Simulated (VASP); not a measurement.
# Si7O16 (a cell with a defect) in VASP: notebook, part 2 of 4

VASP 6.6.1.

**3. Single point, PBE+D3(BJ)**

File INCAR:

```
SYSTEM = Si7O16
PREC = Accurate
ENCUT = 520
EDIFF = 1E-6
ISMEAR = -1
SIGMA = 0.05
LREAL = Auto
LASPH = .True.
NELM = 100
ALGO = Normal
ISIF = 2
LWAVE = .False.
LCHARG = .False.
GGA = PE
IVDW = 12
NBANDS = 79
```

File KPOINTS:

```
Automatic mesh
0
Gamma
  2 2 3
  0 0 0
```

File POSCAR:

```
Si7O16
1.0
   -4.1560000000     -4.1560000000      0.0000000000
    4.1560000000     -4.1560000000      0.0000000000
    0.0000000000      0.0000000000      5.3202000000
Si O
7 16
Direct
    0.4124411694      0.5007400144      0.1654262998
   -0.0350132339      0.5004978345      0.2491013496
   -0.0020121511      0.5005191290      0.7375224616
    0.0056958614      0.0005093840     -0.0053330702
    0.5120368142      0.0006037055      0.2526185106
    0.0062919875      0.0005301973      0.4969683471
    0.5077794755      0.0004572907      0.7475316717
    0.1865615977      0.5005502887     -0.0028357956
   -0.0004860443      0.1941027430      0.2446049021
    0.8046982676      0.5004829163     -0.0139436487
   -0.0005702599      0.8069244466      0.2446368558
    0.1953902791      0.5005584697      0.4625249051
    0.0131490616      0.1964565688      0.7454503590
    0.8031616939      0.5004393648      0.5080540205
    0.0130596728      0.8045863811      0.7454261118
    0.7070012031      0.0005640038     -0.0065865945
    0.5273942493      0.7218624880      0.2587656479
    0.3078202599      0.0004427334      0.0027841059
    0.5272190808      0.2793001684      0.2582613436
    0.7077421800      0.0006254812      0.5059969550
    0.5010582291      0.7103392685      0.7702071351
    0.3092430221      0.0004908566      0.4976942596
    0.5009190327      0.2905939605      0.7695077253
```

Potentials or basis: VASP PAW PBE potentials, release 64 (Si, O).

Launch:

```console
$ cat potpaw_PBE.64/Si/POTCAR potpaw_PBE.64/O/POTCAR > POTCAR
$ mpirun -np 1 vasp_std > vasp.out
```

OUTCAR:

```text
SYSTEM = Si7O16
   PREC = Accurate
   ENCUT = 520
   EDIFF = 1E-6
   ISMEAR = -1
   LREAL = Auto
   LASPH = .True.
   NELM = 100
   ISIF = 2
   GGA = PE
   IVDW = 12
 IVDW          = 12

 ion  position               nearest neighbor table
   1  0.412  0.501  0.165-  17 1.55  19 1.55   8 1.60  12 2.03  21 2.49  10 2.50  23 2.50   2 2.67
                             5 3.03   5 3.03
   2  0.965  0.500  0.249-  14 1.67  10 1.69  12 1.77   9 1.81  11 1.81   8 1.87   3 2.61   1 2.67
                             3 2.73
   3  0.998  0.501  0.738-  14 1.67  10 1.74   8 1.77  15 1.79  13 1.79  12 1.87   2 2.61   2 2.73
[... 11 lines left out ...]
  10  0.805  0.500  0.986-   2 1.69   3 1.74   1 2.50
  11  0.999  0.807  0.245-   4 1.75   6 1.76   2 1.81
  12  0.195  0.501  0.463-   2 1.77   3 1.87   1 2.03
  13  0.013  0.196  0.745-   6 1.75   4 1.76   3 1.79
  14  0.803  0.500  0.508-   3 1.67   2 1.67
  15  0.013  0.805  0.745-   6 1.75   4 1.76   3 1.79
  16  0.707  0.001  0.993-   4 1.76   7 1.76   5 1.79
  17  0.527  0.722  0.259-   1 1.55   5 1.64
  18  0.308  0.000  0.003-   4 1.78   5 1.79   7 1.80
  19  0.527  0.279  0.258-   1 1.55   5 1.64
  20  0.708  0.001  0.506-   7 1.74   6 1.76   5 1.77
  21  0.501  0.710  0.770-   7 1.71   1 2.49
  22  0.309  0.000  0.498-   5 1.77   7 1.77   6 1.78
  23  0.501  0.291  0.770-   7 1.71   1 2.50

  LATTYP: Found a simple tetragonal cell.
 ALAT       =     5.8774715652
 C/A-ratio  =     0.9051851533

  Lattice vectors:

 A1 = (  -4.1560000000,  -4.1560000000,   0.0000000000)
 A2 = (   4.1560000000,  -4.1560000000,   0.0000000000)
 A3 = (   0.0000000000,   0.0000000000,   5.3202000000)

Analysis of symmetry for initial positions (statically):
=====================================================================
 Subroutine PRICEL returns:
 Original cell was already a primitive cell.

 Routine SETGRP: Setting up the symmetry group for a
 simple tetragonal supercell.

 Subroutine GETGRP returns: Found  1 space group operations
 (whereof  1 operations were pure point group operations)
 out of a pool of 16 trial point group operations.

The static configuration has the point symmetry C_1 .

Analysis of symmetry for dynamics (positions and initial velocities):
=====================================================================
 Subroutine PRICEL returns:
 Original cell was already a primitive cell.

 Routine SETGRP: Setting up the symmetry group for a
 simple tetragonal supercell.

 Subroutine GETGRP returns: Found  1 space group operations
 (whereof  1 operations were pure point group operations)
 out of a pool of 16 trial point group operations.

The dynamic configuration has the point symmetry C_1 .

 Subroutine INISYM returns: Found  1 space group operations
 (whereof  1 operations are pure point group operations),
 and found     1 'primitive' translations

----------------------------------------------------------------------------------------

                                     Primitive cell

  volume of cell :     183.7846

  direct lattice vectors                    reciprocal lattice vectors
    -4.156000000 -4.156000000  0.000000000    -0.120307988 -0.120307988  0.000000000
[... 80 lines left out ...]

 Found      8 irreducible k-points:

 Following reciprocal coordinates:
            Coordinates               Weight
  0.000000  0.000000  0.000000      1.000000
  0.500000  0.000000  0.000000      1.000000
  0.000000  0.500000  0.000000      1.000000
  0.500000  0.500000  0.000000      1.000000
  0.000000  0.000000  0.333333      2.000000
  0.500000  0.000000  0.333333      2.000000
  0.000000  0.500000  0.333333      2.000000
  0.500000  0.500000  0.333333      2.000000
   k-points           NKPTS =      8   k-points in BZ     NKDIM =      8   number of bands    NBANDS=     79
   number of dos      NEDOS =    301   number of ions     NIONS =     23
   total plane-waves  NPLWV =  92160
   dimension x,y,z NGX =    48 NGY =   48 NGZ =   40
   dimension x,y,z NGXF=    96 NGYF=   96 NGZF=   80
   ions per type =               7  16
   NGX,Y,Z   is equivalent  to a cutoff of  13.58, 13.58, 12.50 a.u.
   NGXF,Y,Z  is equivalent  to a cutoff of  27.15, 27.15, 25.00 a.u.
 SYSTEM =  Si7O16
   PREC   = accura    normal or accurate (medium, high low for compatibility)
   ISTART =      0    job   : 0-new  1-cont  2-samecut
   ICHARG =      2    charge: 1-file 2-atom 10-const
   ISPIN  =      1    spin polarized calculation?
   LNONCOLLINEAR =      F non collinear calculations
   LSORBIT =      F    spin-orbit coupling
   LASPH  =      T    aspherical Exc in radial PAW
   ENCUT  =  520.0 eV  38.22 Ry    6.18 a.u.  10.93 10.93  9.89*2*pi/ulx,y,z
   NELM   =    100;   NELMIN=  2; NELMDL= -5     # of ELM steps
   EDIFF  = 0.1E-05   stopping-criterion for ELM
   LREAL  =      T    real-space projection
   EDIFFG = 0.1E-04   stopping-criterion for IOM
   NSW    =      0    number of steps for IOM
[... 5 lines left out ...]
   TEBEG  =    0.0;   TEEND  =   0.0 temperature during run
   PSTRESS=    0.0 pullay stress
   NELECT =     124.0000    total number of electrons
   NUPDOWN=      -1.0000    fix difference up-down
   EMIN   =  10.00;   EMAX   =-10.00  energy-range for DOS
   EFERMI =   0.00;   METHOD = LEGACY
   ISMEAR =    -1;   SIGMA  =   0.05  broadening in eV -4-tet -1-fermi 0-gaus
   EFERMI_NEDOS =   21; number of points for ismear=-14 and -15
   IALGO  =     38    algorithm
   IMIX   =      4    mixing-type and parameters
     AMIX     =   0.40;   BMIX     =  1.00
     AMIX_MAG =   1.60;   BMIX_MAG =  1.00
  volume/ion in A,a.u.               =       7.99        53.92
  Fermi-wavevector in a.u.,A,eV,Ry     =   1.435861  2.713384 28.051086  2.061697
  Thomas-Fermi vector in A             =   2.555113
   LORBIT       =      0    0 simple, 1 ext, 2 COOP (PROOUT), +10 PAW based schemes
   GGA     = PE    functional components
   LHFCALC =     F    Hartree Fock is set to
   AEXX    =    0.0000 exact exchange contribution
   IVDW    =    12    specifies the selected vdW correction
   LEPSILON=     F    determine dielectric tensor
   LRPA    =     F    only Hartree local field effects (RPA)
 non-spin polarized calculation
  energy-cutoff  :      520.00
  volume of cell :      183.78
 maximum number of plane-waves:      4996
 NGX is ok and might be reduce to    48
   NGX = 21   NGY = 21   NGZ = 19

 number of electron     123.9999986 magnetization

 Free energy of the ion-electron system (eV)
  ---------------------------------------------------
  ext. energy  EPLUGINS =         0.00000000
  ---------------------------------------------------
  free energy    TOTEN  =      -161.56521914 eV

  energy without entropy =     -161.43464497  energy(sigma->0) =     -161.49993205

 E-fermi :   6.6350     XC(G=0): -12.0408

 val. band max:        6.6316466728   @ k =   0.0000   0.0000   0.0000
 cond. band min:       6.6388277107   @ k =   0.5000   0.5000   0.3333
 fundamental gap:      0.0071810379
 Fermi energy:         6.6350081133

 k-point     1 :       0.0000    0.0000    0.0000
  band No.  band energies     occupation
      1     -15.5591      2.00000
      2     -13.9804      2.00000
      3     -13.4076      2.00000
      4     -13.0090      2.00000
      5     -12.8522      2.00000
      6     -12.4805      2.00000
[... 605 lines left out ...]
     73      17.2488      0.00000
     74      17.4453      0.00000
 [bands above 74 left out]

------------------------ aborting loop because EDIFF is reached ----------------------------------------

 Edisp (eV)   -5.04349

 E8    (eV) :    -1.7021

  FORCE on cell =-STRESS in cart. coord.  units (eV):
  Direction    XX          YY          ZZ          XY          YZ          ZX
  --------------------------------------------------------------------------------------
  -------------------------------------------------------------------------------------
  Total      24.79254    24.80527    13.01162    -2.60561    -3.53770    -3.48249
  in kB     216.13373   216.24468   113.43128   -22.71495   -30.84058   -30.35931
  external pressure =      181.94 kB  Pullay stress =        0.00 kB

 VOLUME and BASIS-vectors are now :
 -----------------------------------------------------------------------------
  energy-cutoff  :      520.00
  volume of cell :      183.78
      direct lattice vectors                 reciprocal lattice vectors
    -4.156000000 -4.156000000  0.000000000    -0.120307988 -0.120307988  0.000000000
     4.156000000 -4.156000000  0.000000000     0.120307988 -0.120307988  0.000000000
     0.000000000  0.000000000  5.320200000     0.000000000  0.000000000  0.187962859

 POSITION                                       TOTAL-FORCE (eV/Angst)
 -----------------------------------------------------------------------------------
      0.36697     -3.79518      0.88010        -0.064228     -0.046045     -0.079432
     -1.93042     -6.09055      1.32527         0.005306      0.005688     -0.034086
     -2.06748     -6.22780      3.92377        -0.051281     -0.050399      0.042059
     -0.02156     -0.02579      5.29183         0.000735     -0.001493     -0.008462
     -2.12552     -2.13053      1.34398        -0.024533     -0.016234      0.012246
     -0.02395     -0.02835      2.64397        -0.001874     -0.002831     -0.000074
[... 15 lines left out ...]
     -1.28317     -1.28725      2.64783         0.010602      0.011526     -0.000104
     -0.87411     -3.28953      4.09394         0.053801     -0.053858      0.014047
 -----------------------------------------------------------------------------------
    total drift:                                0.008762      0.000849     -0.006180

  FREE ENERGIE OF THE ION-ELECTRON SYSTEM (eV)
  ---------------------------------------------------
  free  energy   TOTEN  =      -166.6087048734 eV

  energy  without entropy=     -166.4781306965  energy(sigma->0) =     -166.54341778
```

It took 3.6 min on 1 thread of Intel Xeon Platinum 8488C (Sapphire Rapids), shared host; peak memory 0.3 GiB.

Results:

- Free energy: -166.6087 eV
- Pressure: 18.2 GPa
- Largest force: 0.112 eV/Å
- Band gap on the k mesh: zero (bands 62 and 63 overlap by 0.12 eV)
- Dispersion energy per atom: -0.219 eV

Forces on the atoms (eV/Å):
```
Si  -0.064 -0.046 -0.079
Si   0.005  0.006 -0.034
Si  -0.051 -0.050  0.042
Si   0.001 -0.001 -0.008
Si  -0.025 -0.016  0.012
Si  -0.002 -0.003  0.000
Si  -0.007 -0.008 -0.015
O    0.039  0.039 -0.005
O    0.017 -0.017  0.001
O    0.035  0.034 -0.014
O   -0.017  0.015  0.004
O   -0.004 -0.005  0.053
O    0.014 -0.013  0.003
O    0.054  0.052 -0.008
O   -0.013  0.013  0.004
O    0.001  0.000 -0.001
O    0.031 -0.031  0.008
O    0.000  0.000  0.004
O   -0.020  0.024  0.008
O   -0.005 -0.005  0.003
O   -0.053  0.054  0.010
O    0.011  0.012  0.000
O    0.054 -0.054  0.014
```

Stress tensor (GPa, compression positive):
```
21.61 -2.27 -3.04
-2.27 21.62 -3.08
-3.04 -3.08 11.34
```

Caveat: the k points lie up to 0.53 Å⁻¹ apart.

[end of part 2 of 4]

The gap in the log of VASP goes by the Fermi energy; the results here count the filled bands.